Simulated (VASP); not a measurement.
Crystal: Re.

```
CELL_PARAMETERS angstrom
0.00000 1.97500 1.97500
1.97500 0.00000 1.97500
1.97500 1.97500 0.00000
ATOMIC_POSITIONS crystal
Re 0.00000 0.00000 0.00000
```

| Item | Value |
| --- | --- |
| Program | VASP 6.6.1 |
| Task | relaxation of cell and atoms |
| Functional | r2SCAN |
| Potentials or basis | VASP PAW PBE potentials, release 64 (Re) |
| Cutoff | 600 eV |
| k mesh | 14 × 14 × 14 |
| Occupations | fermi-dirac, width 0.08 eV |
| Spin | no spin polarisation |

At the start: pressure -15.4 GPa; volume 15.41 Å³/atom.

Problem. Where does the relaxation end?

Solution. Over 7 steps the energy falls by 32.6 meV/atom and the volume is 14.76 Å³/atom (-4.2 %); space group Fm-3m (No. 225, to 0.05 Å).

The path:
```csv
step,energy change (eV),largest force (eV/Å),pressure (GPa),volume (Å³)
1,0.0000,0.0000,-15.42,15.41
2,0.6357,0.0000,103.50,12.33
3,-0.0324,0.0000,-1.40,14.81
4,-0.0326,0.0000,-0.26,14.77
5,-0.0326,0.0000,0.06,14.75
6,-0.0326,0.0000,-0.24,14.76
7,-0.0326,0.0000,0.01,14.76
```

Final structure:
```
CELL_PARAMETERS angstrom
0.00000 1.94678 1.94678
1.94678 0.00000 1.94678
1.94678 1.94678 0.00000
ATOMIC_POSITIONS crystal
Re 0.00000 0.00000 0.00000
```

Caveat: the PAW data sets were made with another functional, which shifts forces and pressure a little.
